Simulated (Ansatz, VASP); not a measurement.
**Li in VASP and in Ansatz**

```xyz
1
Lattice="-1.7450 1.7450 1.7450 1.7450 -1.7450 1.7450 1.7450 1.7450 -1.7450" Properties=species:S:1:pos:R:3 pbc="T T T"
Li    0.0000    0.0000    0.0000
```

Alike in both runs: task relaxation of cell and atoms; functional PBEsol; k mesh 22 × 22 × 22; no spin polarisation.

```csv
,VASP,Ansatz
version,VASP 6.6.1,Ansatz 0.2.0
potentials or method,"VASP PAW PBE potentials, release 64 (Li_sv)","plane-wave PAW, scalar-relativistic"
plane-wave cutoff (eV),600,420
occupations,"methfessel-paxton of order 1, width 0.1 eV","cold, width 0.1 eV"
valence electrons in the cell,3,3
```

```csv
,VASP,Ansatz,Ansatz less VASP
relaxed volume (Å³/atom),20.00,20.21,+0.214
relaxed length of the cell vector where the two differ most in proportion (Å),2.962,2.972,+0.0105
```

VASP's potentials were made for PBE, not for PBEsol, and Ansatz warns of the same on its side.

Noted on VASP's run: the cutoff is under 1.25 times that of the potentials, so the pressure is a little rough.
